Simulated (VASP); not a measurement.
Wanted: the native input for a VASP 6.6.1 run.

| Quantity | Value |
| --- | --- |
| Task | electric field gradients |
| Functional | PBEsol |
| Potentials or basis | VASP PAW PBE potentials, release 64 (Ta_pv, N) |
| Cutoff | 520 eV |
| k mesh | 9 × 9 × 5 |
| Occupations | fermi-dirac, width 0.01 eV |
| Spin | no spin polarisation |
| Dipole correction | no |
| Further INCAR settings | ALGO = Normal; EDIFF = 1e-08; NBANDS = 24 |

The structure of TaN lies in POSCAR:

```
TaN
1.0
    3.0500010905      0.0000000000      0.0000000000
   -1.5250005453      2.6413784260      0.0000000000
    0.0000000000      0.0000000000      4.8412000000
Ta N
2 2
Direct
    0.3333333333      0.6666666667      0.0000000000
    0.6666666667      0.3333333333      0.5000000000
    0.3333333333      0.6666666667      0.3850000000
    0.6666666667      0.3333333333      0.8850000000
```

This cell differs from its parent crystal: zz strain of -2 %.

These files were run (other wordings do the same):

INCAR

```
SYSTEM = TaN
PREC = Accurate ; ENCUT = 520
EDIFF = 1E-8 ; ISMEAR = -1
SIGMA = 0.01 ; LREAL = .False.
LASPH = .True. ; NELM = 100
ALGO = Normal ; ISIF = 2
LWAVE = .False. ; LCHARG = .False.
GGA = PS ; LEFG = .True.
NBANDS = 24
```

KPOINTS

```
Automatic mesh
0
Gamma
  9 9 5
  0 0 0
```

Potentials or basis: VASP PAW PBE potentials, release 64 (Ta_pv, N).

Command:

```console
$ cat potpaw_PBE.64/Ta_pv/POTCAR potpaw_PBE.64/N/POTCAR > POTCAR
$ mpirun -np 1 vasp_std > vasp.out
```

Results of the run:

The pressure is 143.5 GPa. The largest force is 1.190 eV/Å and the band gap on the k mesh is zero (bands 16 and 17 overlap by 2.18 eV). The largest electric field gradient by atom is Ta +98.9; N +10.6 V/Å².

Caveat: the cell differs from its parent crystal (zz strain of -2 %); the cell stands under pressure; without QUAD_EFG the Cq values of the log hold for a quadrupole moment of 1 mb, not for the nuclei; the PAW data sets were made with another functional, which shifts forces and pressure a little; spin-orbit coupling is left out, which moves the levels of the heavy elements.

Run time: 19 s on 1 thread of Intel(R) Xeon(R) Platinum 8488C (Sapphire Rapids), on a shared host, peak memory 0.17 GiB.
